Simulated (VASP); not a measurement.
# As in VASP: further runs

Runs on As. Level: PBE+D3(BJ). Tasks: single point.

Program: VASP 6.6.1. These are calculated values, not measurements. Logs are shortened: lines on timing, memory, paths and dates and some standing lists are left out, and cuts for length are marked.

## 1. The cell of the first run

The cell holds a slab with vacuum, 2 atoms: a = 3.643 Å, b = 3.590 Å, c = 28.574 Å, α = 90.00°, β = 90.00°, γ = 120.49°.

## 2. Single point, PBE+D3(BJ) (strain along x +0.020, then relaxed in part)

Input file INCAR:

```
SYSTEM = As
  PREC = Accurate
  ENCUT = 520
  EDIFF = 1E-6
  ISMEAR = 0
  SIGMA = 0.02
  LREAL = .FALSE.
  LASPH = .TRUE.
  NELM = 80
  ALGO = Normal
  ISIF = 2
  LWAVE = .FALSE.
  LCHARG = .FALSE.
  LDIPOL = .TRUE.
  IDIPOL = 3
  DIPOL = 0.5 0.5 0.500
  GGA = PE
  IVDW = 12
  NBANDS = 12
```

Input file KPOINTS:

```
Automatic mesh
0
G
  9 9 1
  0 0 0
```

Input file POSCAR:

```
As
1.0
    3.6430563119      0.0000000000      0.0000000000
   -1.8215281559      3.0931169740      0.0000000000
    0.0000000000      0.0000000000     28.5742411176
As
2
Direct
    0.3327327112      0.6654654225      0.4757212765
    0.6672672888      0.3345345775      0.5242787235
```

Potentials or basis: VASP PAW PBE potentials, release 64 (As).

Started as:

```console
cat potpaw_PBE.64/As/POTCAR > POTCAR
mpirun -np 1 vasp_std > vasp.out
```

OUTCAR:

```text
SYSTEM = As
   PREC = Accurate
   ENCUT = 520
   EDIFF = 1E-6
   ISMEAR = 0
   LREAL = .FALSE.
   LASPH = .TRUE.
   NELM = 80
   ISIF = 2
   GGA = PE
   IVDW = 12
 IVDW          = 12

 ion  position               nearest neighbor table
   1  0.333  0.665  0.476-   2 2.49   2 2.51   2 2.51
   2  0.667  0.335  0.524-   1 2.49   1 2.51   1 2.51

  Warning from LATTYP: Monoclinic adjustment (A1->A3, A2->A1, A3->A2)!
  LATTYP: Found a base centered orthorhombic cell.
 ALAT       =     3.6430563119
 B/A-ratio  =     1.6980890270
 C/A-ratio  =     7.8434804931

  Lattice vectors:

 A1 = (   1.8215281559,  -3.0931169740,   0.0000000000)
 A2 = (   1.8215281560,   3.0931169740,   0.0000000000)
 A3 = (   0.0000000000,   0.0000000000,  28.5742411176)

Analysis of symmetry for initial positions (statically):
=====================================================================
 Subroutine PRICEL returns:
 Original cell was already a primitive cell.

 Routine SETGRP: Setting up the symmetry group for a
 base centered orthorhombic supercell.

 Subroutine GETGRP returns: Found  4 space group operations
 (whereof  4 operations were pure point group operations)
 out of a pool of  8 trial point group operations.

The static configuration has the point symmetry C_2h.

Analysis of symmetry for dynamics (positions and initial velocities):
=====================================================================
 Subroutine PRICEL returns:
 Original cell was already a primitive cell.

 Routine SETGRP: Setting up the symmetry group for a
 base centered orthorhombic supercell.

 Subroutine GETGRP returns: Found  4 space group operations
 (whereof  4 operations were pure point group operations)
 out of a pool of  8 trial point group operations.

The dynamic configuration has the point symmetry C_2h.

 Subroutine INISYM returns: Found  4 space group operations
 (whereof  4 operations are pure point group operations),
 and found     1 'primitive' translations

----------------------------------------------------------------------------------------

                                     Primitive cell

  volume of cell :     321.9860

  direct lattice vectors                    reciprocal lattice vectors
     3.643056312  0.000000000  0.000000000     0.274494796  0.161649237  0.000000000
    -1.821528156  3.093116974  0.000000000     0.000000000  0.323298475  0.000000000
     0.000000000  0.000000000 28.574241118     0.000000000  0.000000000  0.034996555

  length of vectors
     3.643056312  3.589615221 28.574241118     0.318555912  0.323298475  0.034996555

  position of ions in fractional coordinates (direct lattice)
     0.332732711  0.665465422  0.475721277
     0.667267289  0.334534578  0.524278723

  ion indices of the primitive-cell ions
   primitive index   ion index
                 1           1
                 2           2
[... 94 lines left out ...]
  Thomas-Fermi vector in A             =   1.529626
   LORBIT       =      0    0 simple, 1 ext, 2 COOP (PROOUT), +10 PAW based schemes
   GGA     = PE    functional components
   LHFCALC =     F    Hartree Fock is set to
   AEXX    =    0.0000 exact exchange contribution
   IVDW    =    12    specifies the selected vdW correction
   LEPSILON=     F    determine dielectric tensor
   LRPA    =     F    only Hartree local field effects (RPA)
 non-spin polarized calculation
 Gauss-broadening in eV      SIGMA  =   0.02
  energy-cutoff  :      520.00
  volume of cell :      321.99
 maximum number of plane-waves:      8715
   NGX = 13   NGY = 13   NGZ =107

 dipolmoment           0.000000      0.000000      0.000000 electrons x Angstroem

 number of electron      10.0000000 magnetization

 dipolmoment           0.000000      0.000000     -0.000000 electrons x Angstroem

 Free energy of the ion-electron system (eV)
  ---------------------------------------------------
  ext. energy  EPLUGINS =         0.00000000
  ---------------------------------------------------
  free energy    TOTEN  =        -9.32798505 eV

  energy without entropy =       -9.32798505  energy(sigma->0) =       -9.32798505

 E-fermi :  -3.9096     XC(G=0):  -1.8354

 val. band max:       -4.0164580569   @ k =   0.0000   0.0000   0.0000
 cond. band min:      -2.5430341981   @ k =   0.0000   0.3333   0.0000
 fundamental gap:      1.4734238588
 Fermi energy:        -3.9095871417

 k-point     1 :       0.0000    0.0000    0.0000
  band No.  band energies     occupation
      1     -17.5467      2.00000
      2     -11.2016      2.00000
      3      -4.5811      2.00000
      4      -4.1704      2.00000
      5      -4.0165      2.00000
      6      -2.1641      0.00000
      7      -0.6394      0.00000
      8      -0.4900      0.00000
      9       0.7968      0.00000
     10       1.0503      0.00000
     11       1.4324      0.00000
     12       1.6889      0.00000
[... 331 lines left out ...]
 k-point    24 :       0.0000    0.4444    0.0000
  band No.  band energies     occupation
      1     -15.2362      2.00000
      2     -12.9474      2.00000
      3      -7.5126      2.00000
      4      -6.0738      2.00000
      5      -5.4412      2.00000
      6      -2.2946      0.00000
      7      -0.7826      0.00000
      8       0.3699      0.00000
      9       2.3465      0.00000
     10       3.6269      0.00000
     11       4.2125      0.00000
     12       4.5220      0.00000

 [... further k-points ...]

------------------------ aborting loop because EDIFF is reached ----------------------------------------

 vacuum level on the upper side and lower side of the slab       (xc-potential included)        -0.007        -0.007

 Edisp (eV)   -0.41517

 E8    (eV) :    -0.1885

  FORCE on cell =-STRESS in cart. coord.  units (eV):
  Direction    XX          YY          ZZ          XY          YZ          ZX
  --------------------------------------------------------------------------------------
  -------------------------------------------------------------------------------------
  Total      -0.64479    -0.05200     0.12656    -0.00000     0.01432     0.00000
  in kB      -3.20840    -0.25873     0.62974    -0.00000     0.07128     0.00000
  external pressure =       -0.95 kB  Pullay stress =        0.00 kB

 VOLUME and BASIS-vectors are now :
 -----------------------------------------------------------------------------
  energy-cutoff  :      520.00
  volume of cell :      321.99
      direct lattice vectors                 reciprocal lattice vectors
     3.643056312  0.000000000  0.000000000     0.274494796  0.161649237  0.000000000
    -1.821528156  3.093116974  0.000000000     0.000000000  0.323298475  0.000000000
     0.000000000  0.000000000 28.574241118     0.000000000  0.000000000  0.034996555

 POSITION                                       TOTAL-FORCE (eV/Angst)
 -----------------------------------------------------------------------------------
     -0.00000      2.05836     13.59337        -0.000000     -0.010304     -0.092653
      1.82153      1.03475     14.98087         0.000000      0.010304      0.092653
 -----------------------------------------------------------------------------------
    total drift:                                0.000000      0.000000     -0.000000

  FREE ENERGIE OF THE ION-ELECTRON SYSTEM (eV)
  ---------------------------------------------------
  free  energy   TOTEN  =        -9.7431585547 eV

  energy  without entropy=       -9.7431585547  energy(sigma->0) =       -9.74315855

 vacuum level on the upper side and lower side of the slab         1.309         1.309
```

OSZICAR:

```text
N       E                     dE             d eps       ncg     rms          rms(c)
DAV:   1     0.651119704189E+02    0.65112E+02   -0.27041E+03   600   0.524E+02
DAV:   2    -0.267961305061E+01   -0.67792E+02   -0.60393E+02   976   0.857E+01
DAV:   3    -0.929263973772E+01   -0.66130E+01   -0.65998E+01   916   0.368E+01
[... 12 lines left out ...]
DAV:  16    -0.932797687745E+01   -0.77747E-05   -0.45670E-07   800   0.153E-03    0.339E-04
DAV:  17    -0.932798157679E+01   -0.46993E-05   -0.96235E-08   796   0.728E-04    0.224E-04
DAV:  18    -0.932798314671E+01   -0.15699E-05   -0.23065E-08   604   0.369E-04    0.841E-05
DAV:  19    -0.932798485759E+01   -0.17109E-05   -0.51258E-08   704   0.450E-04    0.781E-05
DAV:  20    -0.932798504812E+01   -0.19053E-06   -0.61554E-10   604   0.106E-04
   1 F= -.97431586E+01 E0= -.97431586E+01  d E =-.553797E-16
```

stdout:

```text
POSCAR found type information on POSCAR As
 POSCAR found :  1 types and       2 ions
 scaLAPACK will be used
 LDA part: xc-table for (Slater+PW92), standard interpolation
 POSCAR, INCAR and KPOINTS ok, starting setup
 FFT: planning ... GRIDC
 FFT: planning ... GRID_SOFT
 FFT: planning ... GRID
 WAVECAR not read
 entering main loop
```

Wall time 3.8 min (1 thread of Intel Xeon 8259CL, shared host); peak memory 0.45 GiB.

What came out:

```yaml
Free_energy: -9.7432 eV
Largest_force: 0.093 eV/Å
Band_gap_on_the_k_mesh: 1.47 eV (least direct gap 1.85 eV)
Dispersion_energy_per_atom: -0.208 eV
```

Forces on the atoms (eV/Å):
```
As   0.000 -0.010 -0.093
As   0.000  0.010  0.093
```

Caveat: the cell differs from its parent crystal (strain along x +0.020, then relaxed in part).

## 3. Single point, PBE+D3(BJ)

Input file INCAR:

```
ALGO     = Normal         # electronic algorithm
DIPOL    = 0.5 0.5 0.500
EDIFF    = 1E-6           # SCF threshold, eV
ENCUT    = 520            # plane-wave cutoff, eV
GGA      = PE             # functional
IDIPOL   = 3            
ISIF     = 2              # what is computed and relaxed
ISMEAR   = -1             # smearing method
IVDW     = 12             # dispersion correction
LASPH    = T              # aspherical terms in the spheres
LCHARG   = T              # write CHGCAR
LDIPOL   = T            
LELF     = T              # ELF
LREAL    = F              # projectors in reciprocal space
LVACPOTAV= T            
LVHAR    = T            
LWAVE    = F              # write WAVECAR
NBANDS   = 12             # bands
NELM     = 80             # most SCF steps
PREC     = Accurate       # precision mode
SIGMA    = 0.02           # smearing width, eV
```

Input file KPOINTS:

```
k-points
0
Gamma
  9 9 1
```

POSCAR is that of step 2.

Potentials or basis: VASP PAW PBE potentials, release 64 (As).

Started as:

```console
cat potpaw_PBE.64/As/POTCAR > POTCAR
mpirun -np 1 vasp_std > vasp.out
```

Wall time 4.2 min (1 thread of Intel Xeon 8259CL, shared host); peak memory 0.45 GiB.

It converged, with:

```yaml
Free_energy: -9.7432 eV
Largest_force: 0.093 eV/Å
Band_gap_on_the_k_mesh: 1.47 eV (least direct gap 1.85 eV)
Dispersion_energy_per_atom: -0.208 eV
```

Forces in eV/Å, atoms in the order of the input:
```
As   0.000 -0.010 -0.093
As   0.000  0.010  0.093
```

Levels at points of the mesh, in eV from the valence-band top:
| k point | band 2 | band 3 | band 4 | band 5 | band 6 | band 7 | band 8 | band 9 |
| --- | --- | --- | --- | --- | --- | --- | --- | --- |
| (0.00, 0.00, 0.00) | -7.19 | -0.56 | -0.15 | 0.00 | 1.85 | 3.38 | 3.53 | 4.81 |

## 4. Single point, PBE+D3(BJ) (strain along y +0.020, then relaxed in part)

Input file INCAR:

```
SYSTEM = As
ALGO = Normal
DIPOL = 0.5 0.5 0.500
EDIFF = 1E-6
ENCUT = 520
GGA = PE
IDIPOL = 3
ISIF = 2
ISMEAR = 0
IVDW = 12
LASPH = .True.
LCHARG = .False.
LDIPOL = .True.
LREAL = .False.
LWAVE = .False.
NBANDS = 12
NELM = 100
PREC = Accurate
SIGMA = 0.02
```

Input file KPOINTS:

```
k-points
0
Gamma
  9 9 1
  0 0 0
```

Input file POSCAR:

```
As
1.0
    3.5716238352      0.0000000000      0.0000000000
   -1.7858119176      3.1549793135      0.0000000000
    0.0000000000      0.0000000000     28.5742411176
As
2
Direct
    0.3338845193      0.6677690386      0.4757207446
    0.6661154807      0.3322309614      0.5242792554
```

Started as:

```console
cat potpaw_PBE.64/As/POTCAR > POTCAR
mpirun -np 1 vasp_std > vasp.out
```

Run time: 4 min. Hardware: 1 thread of Intel Xeon 8259CL, shared host; peak memory 0.45 GiB.

The run converged. Its results:

```
Free energy                : -9.7431 eV
Largest force              : 0.093 eV/Å
Band gap on the k mesh     : 1.52 eV (least direct gap 1.85 eV)
Dispersion energy per atom : -0.208 eV
```

Forces in eV/Å, atoms in the order of the input:
```
As   0.000  0.010 -0.092
As   0.000 -0.010  0.092
```

Levels at points of the mesh, in eV from the valence-band top:
```
           k point  band 2  band 3  band 4  band 5  band 6  band 7  band 8  band 9
(0.00, 0.00, 0.00)   -7.19   -0.57   -0.16    0.00    1.85    3.39    3.51    4.81
```

Caveat: the cell differs from its parent crystal (strain along y +0.020, then relaxed in part).

## 5. Summary

| cell | smearing | gap on the mesh (eV) | largest force (eV/Å) |
| --- | --- | --- | --- |
| a = 3.643, b = 3.590, c = 28.574 Å, angles 90.0, 90.0, 120.5°, 2 atoms, atomic positions A | gaussian 0.02 eV | 1.47 | 0.09 |
| a = 3.643, b = 3.590, c = 28.574 Å, angles 90.0, 90.0, 120.5°, 2 atoms, atomic positions A | fermi-dirac 0.02 eV | 1.47 | 0.09 |
| a = 3.572, b = 3.625, c = 28.574 Å, angles 90.0, 90.0, 119.5°, 2 atoms, atomic positions B | gaussian 0.02 eV | 1.52 | 0.09 |

Alike in all rows: task single point; level PBE+D3(BJ); potentials or basis VASP PAW PBE potentials, release 64 (As); no spin polarisation; k mesh 9 × 9 × 1; cutoff (eV) 520.

Absolute energies hang on the potentials; compare differences alone.
